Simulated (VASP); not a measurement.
# Ge (Fd-3m) in VASP: further runs, part 2 of 2

VASP 6.6.1. The steps go on from the part before.

## (4) Single point, LDA

This run uses another cell than the first one, of 20.49 Å³/atom.

File INCAR:

```
PREC     = Accurate       # precision mode
ENCUT    = 520            # plane-wave cutoff, eV
EDIFF    = 1E-6           # SCF threshold, eV
ISMEAR   = -1             # smearing method
SIGMA    = 0.1            # smearing width, eV
LREAL    = False          # projectors in reciprocal space
LASPH    = True           # aspherical terms in the spheres
NELM     = 60             # most SCF steps
ALGO     = Normal         # electronic algorithm
ISIF     = 2              # what is computed and relaxed
LWAVE    = False          # write WAVECAR
LCHARG   = False          # write CHGCAR
NBANDS   = 21             # bands
```

File KPOINTS:

```
regular mesh
0
Gamma
  14 14 14
```

File POSCAR:

```
Ge
1.0
    0.0000000000      2.7364416485      2.7364416485
    2.7364416485      0.0000000000      2.7364416485
    2.7364416485      2.7364416485      0.0000000000
Ge
2
Direct
    0.5000000000      0.5000000000      0.5000000000
    0.7500000000      0.7500000000      0.7500000000
```

Potentials or basis: VASP PAW LDA potentials, release 64 (Ge_d).

Command:

```bash
$ cat potpaw_LDA.64/Ge_d/POTCAR > POTCAR
$ mpirun -np 1 vasp_std > vasp.out
```

OUTCAR:

```text
PREC = Accurate
   ENCUT = 520
   EDIFF = 1E-6
   ISMEAR = -1
   LREAL = False
   LASPH = True
   NELM = 60
   ISIF = 2

 ion  position               nearest neighbor table
   1  0.500  0.500  0.500-   2 2.37   2 2.37   2 2.37   2 2.37
   2  0.750  0.750  0.750-   1 2.37   1 2.37   1 2.37   1 2.37

  LATTYP: Found a face centered cubic cell.
 ALAT       =     5.4728832970

  Lattice vectors:

 A1 = (   0.0000000000,   2.7364416485,   2.7364416485)
 A2 = (   2.7364416485,   0.0000000000,   2.7364416485)
 A3 = (   2.7364416485,   2.7364416485,   0.0000000000)

Analysis of symmetry for initial positions (statically):
=====================================================================
 Subroutine PRICEL returns:
 Original cell was already a primitive cell.

 Routine SETGRP: Setting up the symmetry group for a
 face centered cubic supercell.

 Subroutine GETGRP returns: Found 48 space group operations
 (whereof 24 operations were pure point group operations)
 out of a pool of 48 trial point group operations.

The static configuration has the point symmetry T_d .
 The point group associated with its full space group is O_h .

Analysis of symmetry for dynamics (positions and initial velocities):
=====================================================================
 Subroutine PRICEL returns:
 Original cell was already a primitive cell.

 Routine SETGRP: Setting up the symmetry group for a
 face centered cubic supercell.

 Subroutine GETGRP returns: Found 48 space group operations
 (whereof 24 operations were pure point group operations)
 out of a pool of 48 trial point group operations.

The dynamic configuration has the point symmetry T_d .
 The point group associated with its full space group is O_h .

 Subroutine INISYM returns: Found 48 space group operations
 (whereof 24 operations are pure point group operations),
 and found     1 'primitive' translations

----------------------------------------------------------------------------------------

                                     Primitive cell

  volume of cell :      40.9816

  direct lattice vectors                    reciprocal lattice vectors
     0.000000000  2.736441649  2.736441649    -0.182719043  0.182719043  0.182719043
     2.736441649  0.000000000  2.736441649     0.182719043 -0.182719043  0.182719043
     2.736441649  2.736441649  0.000000000     0.182719043  0.182719043 -0.182719043

  length of vectors
     3.869912892  3.869912892  3.869912892     0.316478666  0.316478666  0.316478666

  position of ions in fractional coordinates (direct lattice)
     0.500000000  0.500000000  0.500000000
     0.750000000  0.750000000  0.750000000

  ion indices of the primitive-cell ions
   primitive index   ion index
                 1           1
                 2           2

----------------------------------------------------------------------------------------

 KPOINTS: regular mesh

Automatic generation of k-mesh.
 Grid dimensions read from file:
 generate k-points for:   14   14   14

 Generating k-lattice:

  Cartesian coordinates                     Fractional coordinates (reciprocal lattice)
    -0.013051360  0.013051360  0.013051360     0.071428571  0.000000000  0.000000000
     0.013051360 -0.013051360  0.013051360     0.000000000  0.071428571  0.000000000
     0.013051360  0.013051360 -0.013051360     0.000000000  0.000000000  0.071428571

  Length of vectors
     0.022605619  0.022605619  0.022605619

  Shift w.r.t. Gamma in fractional coordinates (k-lattice)
     0.000000000  0.000000000  0.000000000

 Subroutine IBZKPT returns following result:
 ===========================================

 Found    104 irreducible k-points:

 Following reciprocal coordinates:
            Coordinates               Weight
  0.000000  0.000000  0.000000      1.000000
  0.071429  0.000000  0.000000      8.000000
  0.142857  0.000000  0.000000      8.000000
  0.214286  0.000000  0.000000      8.000000
  0.285714  0.000000  0.000000      8.000000
  0.357143  0.000000  0.000000      8.000000
[... 16 lines left out ...]
  0.214286  0.142857  0.000000     24.000000
  0.285714  0.142857  0.000000     24.000000
 [... further k-points ...]
   k-points           NKPTS =    104   k-points in BZ     NKDIM =    104   number of bands    NBANDS=     21
   number of dos      NEDOS =    301   number of ions     NIONS =      2
   total plane-waves  NPLWV =  27000
   dimension x,y,z NGX =    30 NGY =   30 NGZ =   30
   dimension x,y,z NGXF=    60 NGYF=   60 NGZF=   60
   ions per type =               2
   NGX,Y,Z   is equivalent  to a cutoff of  12.89, 12.89, 12.89 a.u.
   NGXF,Y,Z  is equivalent  to a cutoff of  25.78, 25.78, 25.78 a.u.
 SYSTEM =  unknown system
   PREC   = accura    normal or accurate (medium, high low for compatibility)
   ISTART =      0    job   : 0-new  1-cont  2-samecut
   ICHARG =      2    charge: 1-file 2-atom 10-const
   ISPIN  =      1    spin polarized calculation?
   LNONCOLLINEAR =      F non collinear calculations
   LSORBIT =      F    spin-orbit coupling
   LASPH  =      T    aspherical Exc in radial PAW
   ENCUT  =  520.0 eV  38.22 Ry    6.18 a.u.   7.20  7.20  7.20*2*pi/ulx,y,z
   NELM   =     60;   NELMIN=  2; NELMDL= -5     # of ELM steps
   EDIFF  = 0.1E-05   stopping-criterion for ELM
   LREAL  =      F    real-space projection
   EDIFFG = 0.1E-04   stopping-criterion for IOM
   NSW    =      0    number of steps for IOM
   IBRION =     -1    ionic relax: 0-MD 1-quasi-New 2-CG
   NFREE  =      0    steps in history (QN), initial steepest desc. (CG)
   ISIF   =      2    stress and relaxation
   ISYM   =      2    0-nonsym 1-usesym 2-fastsym
   POTIM  = 0.5000    time-step for ionic-motion
   TEBEG  =    0.0;   TEEND  =   0.0 temperature during run
   PSTRESS=    0.0 pullay stress
   NELECT =      28.0000    total number of electrons
   NUPDOWN=      -1.0000    fix difference up-down
   EMIN   =  10.00;   EMAX   =-10.00  energy-range for DOS
   EFERMI =   0.00;   METHOD = LEGACY
   ISMEAR =    -1;   SIGMA  =   0.10  broadening in eV -4-tet -1-fermi 0-gaus
   EFERMI_NEDOS =   21; number of points for ismear=-14 and -15
   IALGO  =     38    algorithm
   IMIX   =      4    mixing-type and parameters
     AMIX     =   0.40;   BMIX     =  1.00
     AMIX_MAG =   1.60;   BMIX_MAG =  1.00
  volume/ion in A,a.u.               =      20.49       138.28
  Fermi-wavevector in a.u.,A,eV,Ry     =   1.441887  2.724772 28.287043  2.079039
  Thomas-Fermi vector in A             =   2.560469
   LORBIT       =      0    0 simple, 1 ext, 2 COOP (PROOUT), +10 PAW based schemes
   GGA     = CA    functional components
   LHFCALC =     F    Hartree Fock is set to
   AEXX    =    0.0000 exact exchange contribution
   IVDW    =     0    specifies the selected vdW correction
   LEPSILON=     F    determine dielectric tensor
   LRPA    =     F    only Hartree local field effects (RPA)
 non-spin polarized calculation
  energy-cutoff  :      520.00
  volume of cell :       40.98
 maximum number of plane-waves:      1123
 NGX is ok and might be reduce to    30
   NGX = 15   NGY = 15   NGZ = 15

 number of electron      27.9999971 magnetization

 Free energy of the ion-electron system (eV)
  ---------------------------------------------------
  ext. energy  EPLUGINS =         0.00000000
  ---------------------------------------------------
  free energy    TOTEN  =       -10.31782989 eV

  energy without entropy =      -10.31620994  energy(sigma->0) =      -10.31701991

 E-fermi :   5.8779     XC(G=0): -10.7678

 val. band max:        5.7492458388   @ k =   0.0000   0.0000   0.0000
 cond. band min:       6.0944735227   @ k =   0.4286   0.4286   0.0000
 fundamental gap:      0.3452276839
 Fermi energy:         5.8779149781

 k-point     1 :       0.0000    0.0000    0.0000
  band No.  band energies     occupation
      1     -19.3611      2.00000
      2     -19.3611      2.00000
      3     -19.3611      2.00000
      4     -19.3160      2.00000
      5     -19.3160      2.00000
      6     -19.0447      2.00000
[... 13 lines left out ...]
     20      15.5773      0.00000
     21      15.5773      0.00000
[... 529 lines left out ...]
 k-point    24 :       0.2857    0.1429    0.0000
  band No.  band energies     occupation
      1     -19.3936      2.00000
      2     -19.3819      2.00000
      3     -19.3549      2.00000
      4     -19.2786      2.00000
      5     -19.2474      2.00000
      6     -19.1269      2.00000
[... 13 lines left out ...]
     20      15.3116      0.00000
     21      15.8542      0.00000

 [... further k-points ...]

------------------------ aborting loop because EDIFF is reached ----------------------------------------

  FORCE on cell =-STRESS in cart. coord.  units (eV):
  Direction    XX          YY          ZZ          XY          YZ          ZX
  --------------------------------------------------------------------------------------
  -------------------------------------------------------------------------------------
  Total        1.8886908      1.8886908      1.8886908      0.0000000      0.0000000      0.0000000
  in kB       73.8385026     73.8385026     73.8385026      0.0000000      0.0000000      0.0000000
  external PRESSURE =      73.8385026 kB  Pullay stress =       0.0000000 kB

 VOLUME and BASIS-vectors are now :
 -----------------------------------------------------------------------------
  energy-cutoff  :      520.00
  volume of cell :       40.98
      direct lattice vectors                 reciprocal lattice vectors
     0.000000000  2.736441649  2.736441649    -0.182719043  0.182719043  0.182719043
     2.736441649  0.000000000  2.736441649     0.182719043 -0.182719043  0.182719043
     2.736441649  2.736441649  0.000000000     0.182719043  0.182719043 -0.182719043

 POSITION                                       TOTAL-FORCE (eV/Angst)
 -----------------------------------------------------------------------------------
      2.73644      2.73644      2.73644         0.000000      0.000000      0.000000
      4.10466      4.10466      4.10466        -0.000000     -0.000000     -0.000000
 -----------------------------------------------------------------------------------
    total drift:                                0.000000     -0.000000     -0.000000

  FREE ENERGIE OF THE ION-ELECTRON SYSTEM (eV)
  ---------------------------------------------------
  free  energy   TOTEN  =       -10.3178298922 eV

  energy  without entropy=      -10.3162099356  energy(sigma->0) =      -10.31701991
```

Run time: 1.8 min. Hardware: 1 thread of Intel Xeon 8259CL, shared host; peak memory 0.19 GiB.

Results:

* Free energy: -10.3178 eV
* Pressure: 7.4 GPa
* Band gap on the k mesh: 0.35 eV (least direct gap 0.80 eV)

Levels at points of the mesh, in eV from the valence-band top:
```tsv
k point	band 10	band 11	band 12	band 13	band 14	band 15	band 16	band 17	band 18	band 19
(0.00, 0.00, 0.00)	-24.77	-13.61	0.00	0.00	0.00	0.80	2.56	2.56	2.56	6.46
(0.50, 0.00, 0.00)	-24.74	-11.26	-8.14	-1.57	-1.57	0.39	3.76	3.76	7.01	11.07
(0.50, 0.50, 0.00)	-24.72	-9.33	-9.33	-3.44	-3.44	0.53	0.53	10.26	10.26	12.48
```

Caveat: the cell stands under pressure; semilocal functionals underestimate gaps, and a narrow one can read as zero. A k mesh can miss the band edges.

## (5) The runs side by side

| cell | gap on the mesh (eV) | pressure (GPa) |
| --- | --- | --- |
| a = 3.785 Å, angles 60.0°, 2 atoms | 0.23 | 15.3 |
| a = 3.835 Å, angles 60.0°, 2 atoms | 0.30 | 10.2 |
| a = 3.870 Å, angles 60.0°, 2 atoms | 0.35 | 7.4 |

Alike in all rows: task single point; level LDA; potentials or basis VASP PAW LDA potentials, release 64 (Ge_d); no spin polarisation; k mesh 14 × 14 × 14; cutoff (eV) 520; smearing fermi-dirac 0.1 eV.

Caveats: the cell stands under pressure; semilocal functionals underestimate gaps, and a narrow one can read as zero.

Total energies depend on the potentials used, so only differences within one code and one set of settings carry meaning.
